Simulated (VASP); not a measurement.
# Ir (P6_3/mmc) in VASP: a series of runs

Aim: see how the results for Ir move with the level of theory and the settings. Levels: PBE, PBE0. Tasks: single point.

All numbers are computed with VASP 6.6.1; they aren't measurements. Logs are shortened: lines on timing, memory, paths and dates and some standing lists are left out, and cuts for length are marked.

### Step 1. The cell of the first run

It takes space group P6_3/mmc (No. 194, hexagonal). The conventional cell has a = 2.751 Å, b = 2.751 Å, c = 4.462 Å, α = 90.00°, β = 90.00°, γ = 120.00°. Ir (site symmetry -6m2) has 12 Ir at 2.74 to 2.75 Å within 3.6 Å.

This isn't the form of Ir at room conditions, which is fcc.

### Step 2. Single point, PBE, non-collinear spin, zero start, spin-orbit coupling

INCAR reads:

```
  ALGO = Normal
  EDIFF = 1E-6
  ENCUT = 500
  GGA = PE
  GGA_COMPAT = F
  ISIF = 2
  ISMEAR = 0
  LASPH = T
  LCHARG = F
  LMAXMIX = 4
  LORBIT = 11
  LORBMOM = T
  LREAL = F
  LSORBIT = T
  LWAVE = F
  MAGMOM = 0 0 0 0 0 0
  NBANDS = 46
  NELM = 200
  PREC = Accurate
  SIGMA = 0.025
```

KPOINTS reads:

```
k-points
0
Gamma
  9 9 5
```

POSCAR reads:

```
Ir
1.0
    2.7513778946      0.0000000000      0.0000000000
   -1.3756889473      2.3827631521      0.0000000000
    0.0000000000      0.0000000000      4.4622900000
Ir
2
Direct
    0.3333333333      0.6666666667      0.2500000000
    0.6666666667      0.3333333333      0.7500000000
```

Potentials or basis: VASP PAW PBE potentials, release 64 (Ir_sv_GW).

The run is started by

```
$ cat potpaw_PBE.64/Ir_sv_GW/POTCAR > POTCAR
$ mpirun -np 1 vasp_ncl > vasp.out
```

OUTCAR:

```text
EDIFF = 1E-6
   ENCUT = 500
   GGA = PE
   ISIF = 2
   ISMEAR = 0
   LASPH = T
   LORBIT = 11
   LREAL = F
   LSORBIT = T
   NELM = 200
   PREC = Accurate

 ion  position               nearest neighbor table
   1  0.333  0.667  0.250-   2 2.74   2 2.74   2 2.74   2 2.74   2 2.74   2 2.74
   2  0.667  0.333  0.750-   1 2.74   1 2.74   1 2.74   1 2.74   1 2.74   1 2.74

  LATTYP: Found a hexagonal cell.
 ALAT       =     2.7513778946
 C/A-ratio  =     1.6218382828

  Lattice vectors:

 A1 = (   2.7513778946,   0.0000000000,   0.0000000000)
 A2 = (  -1.3756889473,   2.3827631521,   0.0000000000)
 A3 = (   0.0000000000,   0.0000000000,   4.4622900000)

Analysis of symmetry for initial positions (statically):
=====================================================================
 Subroutine PRICEL returns:
 Original cell was already a primitive cell.

 Routine SETGRP: Setting up the symmetry group for a
 hexagonal supercell.

 Subroutine GETGRP returns: Found 24 space group operations
 (whereof 12 operations were pure point group operations)
 out of a pool of 24 trial point group operations.

The static configuration has the point symmetry D_3d.
 The point group associated with its full space group is D_6h.

Analysis of symmetry for dynamics (positions and initial velocities):
=====================================================================
 Subroutine PRICEL returns:
 Original cell was already a primitive cell.

 Routine SETGRP: Setting up the symmetry group for a
 hexagonal supercell.

 Subroutine GETGRP returns: Found 24 space group operations
 (whereof 12 operations were pure point group operations)
 out of a pool of 24 trial point group operations.

The dynamic configuration has the point symmetry D_3d.
 The point group associated with its full space group is D_6h.

Analysis of structural, dynamic, and magnetic symmetry:
=====================================================================
 Subroutine PRICEL returns:
 Original cell was already a primitive cell.

 Routine SETGRP: Setting up the symmetry group for a
 hexagonal supercell.

 Subroutine GETGRP returns: Found 24 space group operations
 (whereof 12 operations were pure point group operations)
 out of a pool of 24 trial point group operations.

The overall configuration has the point symmetry D_3d.
 The point group associated with its full space group is D_6h.

 Subroutine INISYM returns: Found 24 space group operations
 (whereof 12 operations are pure point group operations),
 and found     1 'primitive' translations

----------------------------------------------------------------------------------------

                                     Primitive cell

  volume of cell :      29.2542

  direct lattice vectors                    reciprocal lattice vectors
     2.751377895  0.000000000  0.000000000     0.363454254  0.209840411  0.000000000
    -1.375688947  2.382763152  0.000000000     0.000000000  0.419680823  0.000000000
     0.000000000  0.000000000  4.462290000     0.000000000  0.000000000  0.224100182

  length of vectors
     2.751377895  2.751377895  4.462290000     0.419680823  0.419680823  0.224100182

  position of ions in fractional coordinates (direct lattice)
     0.333333333  0.666666667  0.250000000
     0.666666667  0.333333333  0.750000000

  ion indices of the primitive-cell ions
   primitive index   ion index
                 1           1
                 2           2

----------------------------------------------------------------------------------------

 KPOINTS: k-points

Automatic generation of k-mesh.
 Grid dimensions read from file:
 generate k-points for:    9    9    5

[... 108 lines left out ...]
  ---------------------------------------------------
  ext. energy  EPLUGINS =         0.00000000
  ---------------------------------------------------
  free energy    TOTEN  =       -22.73835510 eV

  energy without entropy =      -22.73750051  energy(sigma->0) =      -22.73792780

 E-fermi :  12.3208     XC(G=0): -14.3320

 val. band max:       12.2994261167   @ k =   0.0000   0.0000   0.0000
 cond. band min:      12.3259200972   @ k =   0.3333  -0.0000   0.4000
 fundamental gap:      0.0264939805
 Fermi energy:        12.3207629030

 k-point     1 :       0.0000    0.0000    0.0000
  band No.  band energies     occupation
      1     -80.5914      1.00000
      2     -80.5914      1.00000
      3     -80.5343      1.00000
      4     -80.5343      1.00000
      5     -45.7566      1.00000
      6     -45.7566      1.00000
[... 1165 lines left out ...]
     45      23.3384      0.00000
     46      23.3384      0.00000

 [... further k-points ...]

------------------------ aborting loop because EDIFF is reached ----------------------------------------

  FORCE on cell =-STRESS in cart. coord.  units (eV):
  Direction    XX          YY          ZZ          XY          YZ          ZX
  --------------------------------------------------------------------------------------
  -------------------------------------------------------------------------------------
  Total       -0.5099355     -0.5099355     -0.5228350      0.0000000      0.0000000      0.0000000
  in kB      -27.9278120    -27.9278120    -28.6342823      0.0000000      0.0000000      0.0000000
  external PRESSURE =     -28.1633021 kB  Pullay stress =       0.0000000 kB

 VOLUME and BASIS-vectors are now :
 -----------------------------------------------------------------------------
  energy-cutoff  :      500.00
  volume of cell :       29.25
      direct lattice vectors                 reciprocal lattice vectors
     2.751377895  0.000000000  0.000000000     0.363454254  0.209840411  0.000000000
    -1.375688947  2.382763152  0.000000000     0.000000000  0.419680823  0.000000000
     0.000000000  0.000000000  4.462290000     0.000000000  0.000000000  0.224100182

 POSITION                                       TOTAL-FORCE (eV/Angst)
 -----------------------------------------------------------------------------------
     -0.00000      1.58851      1.11557        -0.000000     -0.000000      0.000000
      1.37569      0.79425      3.34672         0.000000      0.000000      0.000000
 -----------------------------------------------------------------------------------
    total drift:                                0.000000     -0.000000      0.000000

  FREE ENERGIE OF THE ION-ELECTRON SYSTEM (eV)
  ---------------------------------------------------
  free  energy   TOTEN  =       -22.7383551009 eV

  energy  without entropy=      -22.7375005078  energy(sigma->0) =      -22.73792780

 orbital moment (x)

 # of ion     p       d       f       tot
 ------------------------------------------------
  1         0.000  -0.000  -0.000  -0.000
  2         0.000  -0.000   0.000  -0.000
 ------------------------------------------------
            0.000  -0.000  -0.000  -0.000

 orbital moment (y)

 # of ion     p       d       f       tot
 ------------------------------------------------
  1         0.000  -0.000   0.000  -0.000
  2         0.000   0.000   0.000   0.000
 ------------------------------------------------
            0.000  -0.000   0.000  -0.000

 orbital moment (z)

 # of ion     p       d       f       tot
 ------------------------------------------------
  1         0.000   0.000   0.000   0.000
  2         0.000  -0.000  -0.000  -0.000
 ------------------------------------------------
            0.000  -0.000   0.000  -0.000

 Spin-Orbit-Coupling matrix elements

 Ion:    1  E_soc:     -4.0417774
 l=   1
     0.0000000    -0.5908133    -0.5907511
    -0.5908133     0.0000000    -0.5908133
    -0.5907511    -0.5908133     0.0000000
 l=   2
     0.0000000    -0.0174457     0.0000000    -0.0174457    -0.0630755
    -0.0174457     0.0000000    -0.0485381    -0.0185529    -0.0174457
     0.0000000    -0.0485381     0.0000000    -0.0485381     0.0000000
    -0.0174457    -0.0185529    -0.0485381     0.0000000    -0.0174457
    -0.0630755    -0.0174457     0.0000000    -0.0174457     0.0000000
 l=   3
     0.0000000    -0.0000005     0.0000000     0.0000000     0.0000000    -0.0000005    -0.0000069
    -0.0000005     0.0000000    -0.0000015     0.0000000    -0.0000015    -0.0000012    -0.0000002
     0.0000000    -0.0000015     0.0000000    -0.0000040    -0.0000000    -0.0000015     0.0000000
     0.0000000     0.0000000    -0.0000040     0.0000000    -0.0000040     0.0000000     0.0000000
     0.0000000    -0.0000015    -0.0000000    -0.0000040     0.0000000    -0.0000015     0.0000000
    -0.0000005    -0.0000012    -0.0000015     0.0000000    -0.0000015     0.0000000    -0.0000002
    -0.0000069    -0.0000002     0.0000000     0.0000000     0.0000000    -0.0000002     0.0000000

 Ion:    2  E_soc:     -4.0417774
 l=   1
     0.0000000    -0.5908133    -0.5907511
    -0.5908133     0.0000000    -0.5908133
    -0.5907511    -0.5908133     0.0000000
 l=   2
     0.0000000    -0.0174457     0.0000000    -0.0174457    -0.0630755
    -0.0174457     0.0000000    -0.0485381    -0.0185529    -0.0174457
     0.0000000    -0.0485381     0.0000000    -0.0485381     0.0000000
    -0.0174457    -0.0185529    -0.0485381     0.0000000    -0.0174457
    -0.0630755    -0.0174457     0.0000000    -0.0174457     0.0000000
 l=   3
     0.0000000    -0.0000005     0.0000000     0.0000000     0.0000000    -0.0000005    -0.0000069
    -0.0000005     0.0000000    -0.0000015     0.0000000    -0.0000015    -0.0000012    -0.0000002
     0.0000000    -0.0000015     0.0000000    -0.0000040    -0.0000000    -0.0000015     0.0000000
     0.0000000     0.0000000    -0.0000040     0.0000000    -0.0000040     0.0000000     0.0000000
     0.0000000    -0.0000015    -0.0000000    -0.0000040     0.0000000    -0.0000015     0.0000000
    -0.0000005    -0.0000012    -0.0000015     0.0000000    -0.0000015     0.0000000    -0.0000002
    -0.0000069    -0.0000002     0.0000000     0.0000000     0.0000000    -0.0000002     0.0000000

 total charge

# of ion       s       p       d       f       tot
--------------------------------------------------
    1        3.839   6.122   6.283   0.022  16.266
    2        3.839   6.122   6.283   0.022  16.266
--------------------------------------------------
tot          7.677  12.243  12.567   0.044  32.532

 magnetization (x)

# of ion       s       p       d       f       tot
--------------------------------------------------
    1        0.000   0.000   0.000   0.000   0.000
    2        0.000   0.000   0.000   0.000   0.000
--------------------------------------------------
tot          0.000   0.000   0.000   0.000   0.000

 magnetization (y)

# of ion       s       p       d       f       tot
--------------------------------------------------
    1       -0.000   0.000   0.000  -0.000  -0.000
    2        0.000   0.000   0.000  -0.000  -0.000
--------------------------------------------------
tot         -0.000   0.000   0.000  -0.000  -0.000

 magnetization (z)

# of ion       s       p       d       f       tot
--------------------------------------------------
    1        0.000   0.000   0.000   0.000   0.000
    2        0.000   0.000   0.000   0.000   0.000
--------------------------------------------------
tot          0.000   0.000   0.000   0.000   0.000
```

Wall time 1.8 min (1 thread of AMD EPYC 7R43 (Zen 3), shared host); peak memory 0.2 GiB.

Results:

```
Free energy                                           : -22.7384 eV
Pressure                                              : -2.8 GPa
Net moment                                            : 0.00 μB per cell
Valence electrons inside the program's atomic spheres : Ir 16.27
```

Moments on the atoms (μB; x, y, z):
```
Ir  0.00 0.00 0.00
Ir  0.00 0.00 0.00
```

### Step 3. Single point, PBE

INCAR reads:

```
SYSTEM = Ir
PREC = Accurate
ENCUT = 500
EDIFF = 1E-6
ISMEAR = -1
SIGMA = 0.05
LREAL = .False.
LASPH = .True.
NELM = 120
ALGO = Normal
ISIF = 2
LWAVE = .False.
LCHARG = .False.
GGA = PE
NBANDS = 24
GGA_COMPAT = .False.
```

KPOINTS reads:

```
regular mesh
0
Gamma
  15 15 8
  0 0 0
```

POSCAR is that of step 2.

Potentials or basis: VASP PAW PBE potentials, release 64 (Ir_sv_GW).

The run is started by

```
$ cat potpaw_PBE.64/Ir_sv_GW/POTCAR > POTCAR
$ mpirun -np 1 vasp_std > vasp.out
```

Run time: 2.2 min. Hardware: 1 thread of AMD EPYC 7R43 (Zen 3), shared host; peak memory 0.17 GiB.

It converged, with:

```yaml
Free_energy: -18.6867 eV
Pressure: -4.7 GPa
Band_gap_on_the_k_mesh: zero (bands 17 and 18 overlap by 3.11 eV)
```

Stress tensor (GPa, compression positive):
```
-4.62  0.00  0.00
 0.00 -4.62  0.00
 0.00  0.00 -4.86
```

Levels at points of the mesh, in eV from the Fermi level:
| k point | band 15 | band 16 | band 17 | band 18 | band 19 | band 20 |
| --- | --- | --- | --- | --- | --- | --- |
| (0.00, 0.00, 0.00) | -3.04 | -2.28 | -2.28 | -0.75 | 0.25 | 0.25 |
| (0.00, 0.00, 0.50) | -3.78 | -3.78 | -0.46 | -0.46 | -0.46 | -0.46 |

Caveat: the cell stands under tension; spin-orbit coupling is left out, which moves the levels of the heavy elements.

### Step 4. Single point, PBE0, non-collinear spin, zero start, spin-orbit coupling

POSCAR is that of step 3.

INCAR.step1 reads:

```
PREC = Accurate ; ENCUT = 520
EDIFF = 1E-5 ; ISMEAR = -1
SIGMA = 0.05 ; LREAL = False
LASPH = True ; NELM = 150
ALGO = Normal ; ISIF = 2
LWAVE = True ; LCHARG = False
LNONCOLLINEAR = True ; MAGMOM = 0 0 0 0 0 0
LORBIT = 11 ; LSORBIT = True
GGA_COMPAT = False ; LORBMOM = True
LMAXMIX = 4 ; GGA = PE
NBANDS = 30
```

INCAR.step2 reads:

```
PREC = Accurate ; ENCUT = 520
EDIFF = 1E-6 ; ISMEAR = -1
SIGMA = 0.05 ; LREAL = False
LASPH = True ; NELM = 150
ALGO = Normal ; ISIF = 2
LWAVE = False ; LCHARG = False
LNONCOLLINEAR = True ; MAGMOM = 0 0 0 0 0 0
LORBIT = 11 ; LSORBIT = True
GGA_COMPAT = False ; LORBMOM = True
LMAXMIX = 4 ; GGA = PE
LHFCALC = True ; AEXX = 0.25
PRECFOCK = Normal ; ISTART = 1
NBANDS = 30
```

KPOINTS reads:

```
Automatic mesh
0
Gamma
  5 5 3
```

Potentials or basis: VASP PAW PBE potentials, release 64 (Ir).

The run is started by

```
$ cat potpaw_PBE.64/Ir/POTCAR > POTCAR
$ cp INCAR.step1 INCAR
$ mpirun -np 1 vasp_ncl > vasp.out
$ cp INCAR.step2 INCAR
$ mpirun -np 1 vasp_ncl > vasp.out
```

OUTCAR:

```text
PREC = Accurate
   ENCUT = 520
   EDIFF = 1E-6
   ISMEAR = -1
   LREAL = False
   LASPH = True
   NELM = 150
   ISIF = 2
   LNONCOLLINEAR = True
   LORBIT = 11
   LSORBIT = True
   GGA = PE
   LHFCALC = True
   AEXX = 0.25
   PRECFOCK = Normal
   ISTART = 1

 ion  position               nearest neighbor table
   1  0.333  0.667  0.250-   2 2.74   2 2.74   2 2.74   2 2.74   2 2.74   2 2.74
   2  0.667  0.333  0.750-   1 2.74   1 2.74   1 2.74   1 2.74   1 2.74   1 2.74

  LATTYP: Found a hexagonal cell.
 ALAT       =     2.7513778946
 C/A-ratio  =     1.6218382828

  Lattice vectors:

 A1 = (   2.7513778946,   0.0000000000,   0.0000000000)
 A2 = (  -1.3756889473,   2.3827631521,   0.0000000000)
 A3 = (   0.0000000000,   0.0000000000,   4.4622900000)

Analysis of symmetry for initial positions (statically):
=====================================================================
[... 594 lines left out ...]
    -0.0858230    -0.0289324     0.0000000    -0.0289324     0.0000000
 l=   3
     0.0000000     0.0000000     0.0000000     0.0000000     0.0000000     0.0000000     0.0000000
     0.0000000     0.0000000     0.0000000     0.0000000     0.0000000     0.0000000     0.0000000
     0.0000000     0.0000000     0.0000000     0.0000000     0.0000000     0.0000000     0.0000000
     0.0000000     0.0000000     0.0000000     0.0000000     0.0000000     0.0000000     0.0000000
     0.0000000     0.0000000     0.0000000     0.0000000     0.0000000     0.0000000     0.0000000
     0.0000000     0.0000000     0.0000000     0.0000000     0.0000000     0.0000000     0.0000000
     0.0000000     0.0000000     0.0000000     0.0000000     0.0000000     0.0000000     0.0000000

 Ion:    2  E_soc:     -0.9032724
 l=   1
     0.0000000    -0.0384161    -0.0388194
    -0.0384161     0.0000000    -0.0384161
    -0.0388194    -0.0384161     0.0000000
 l=   2
     0.0000000    -0.0289324     0.0000000    -0.0289324    -0.0858230
    -0.0289324     0.0000000    -0.0520856    -0.0302607    -0.0289324
     0.0000000    -0.0520856     0.0000000    -0.0520856     0.0000000
    -0.0289324    -0.0302607    -0.0520856     0.0000000    -0.0289324
    -0.0858230    -0.0289324     0.0000000    -0.0289324     0.0000000
 l=   3
     0.0000000     0.0000000     0.0000000     0.0000000     0.0000000     0.0000000     0.0000000
     0.0000000     0.0000000     0.0000000     0.0000000     0.0000000     0.0000000     0.0000000
     0.0000000     0.0000000     0.0000000     0.0000000     0.0000000     0.0000000     0.0000000
     0.0000000     0.0000000     0.0000000     0.0000000     0.0000000     0.0000000     0.0000000
     0.0000000     0.0000000     0.0000000     0.0000000     0.0000000     0.0000000     0.0000000
     0.0000000     0.0000000     0.0000000     0.0000000     0.0000000     0.0000000     0.0000000
     0.0000000     0.0000000     0.0000000     0.0000000     0.0000000     0.0000000     0.0000000

 total charge

# of ion       s       p       d       tot
------------------------------------------
    1        0.658   0.723   6.924   8.304
    2        0.658   0.723   6.924   8.304
--------------------------------------------------
tot          1.315   1.445  13.848  16.608

 magnetization (x)

# of ion       s       p       d       tot
------------------------------------------
    1        0.000   0.000  -0.000  -0.000
    2       -0.000   0.000   0.000   0.000
--------------------------------------------------
tot          0.000   0.000   0.000   0.000

 magnetization (y)

# of ion       s       p       d       tot
------------------------------------------
    1        0.000   0.000  -0.000  -0.000
    2        0.000   0.000  -0.000  -0.000
--------------------------------------------------
tot          0.000   0.000  -0.000  -0.000

 magnetization (z)

# of ion       s       p       d       tot
------------------------------------------
    1        0.000   0.000   0.000   0.000
    2        0.000   0.000   0.000   0.000
--------------------------------------------------
tot          0.000   0.000   0.000   0.000
```

OUTCAR.step1:

```text
PREC = Accurate
   ENCUT = 520
   EDIFF = 1E-5
   ISMEAR = -1
   LREAL = False
   LASPH = True
   NELM = 150
[... 654 lines left out ...]
tot         -0.000  -0.000   0.000  -0.000

 magnetization (y)

# of ion       s       p       d       tot
------------------------------------------
    1        0.000   0.000   0.000   0.000
    2       -0.000   0.000   0.000   0.000
--------------------------------------------------
tot         -0.000   0.000   0.000   0.000

 magnetization (z)

# of ion       s       p       d       tot
------------------------------------------
    1        0.000   0.000   0.000   0.000
    2        0.000   0.000   0.000   0.000
--------------------------------------------------
tot          0.000   0.000   0.000   0.000
```

It took 48 min on 1 thread of Intel Xeon 6975P-C (Granite Rapids), shared host; peak memory 0.23 GiB.

Results:

* Free energy: -22.5457 eV
* Pressure: -8.5 GPa
* Net moment: 0.00 μB per cell
* Valence electrons inside the program's atomic spheres: Ir 8.30

Moments on the atoms (μB; x, y, z):
```
Ir  0.00 0.00 0.00
Ir  0.00 0.00 0.00
```

Caveat: the k points lie up to 0.53 Å⁻¹ apart; the PAW data sets were made with another functional, which shifts forces and pressure a little.

### Step 5. Overview

| level | potentials or basis | spin | k mesh | cutoff (eV) | smearing | grid for exact exchange (PRECFOCK) | share of exact exchange | pressure (GPa) | moment (μB) |
| --- | --- | --- | --- | --- | --- | --- | --- | --- | --- |
| PBE | VASP PAW PBE potentials, release 64 (Ir_sv_GW) | non-collinear, zero start, SOC | 9 × 9 × 5 | 500 | gaussian 0.025 eV | - | - | -2.8 | 0.00 |
| PBE | VASP PAW PBE potentials, release 64 (Ir_sv_GW) | off | 15 × 15 × 8 | 500 | fermi-dirac 0.05 eV | - | - | -4.7 | - |
| PBE0 | VASP PAW PBE potentials, release 64 (Ir) | non-collinear, zero start, SOC | 5 × 5 × 3 | 520 | fermi-dirac 0.05 eV | Normal | 0.25 | -8.5 | 0.00 |

Alike in all rows: task single point; cell as given.

Caveats: some runs use coarse meshes; the cell stands under tension (at least some runs); spin-orbit coupling is left out, which moves the levels of the heavy elements (at least some runs); the PAW data sets were made with another functional, which shifts forces and pressure a little (at least some runs).

Absolute energies hang on the potentials; compare differences alone.
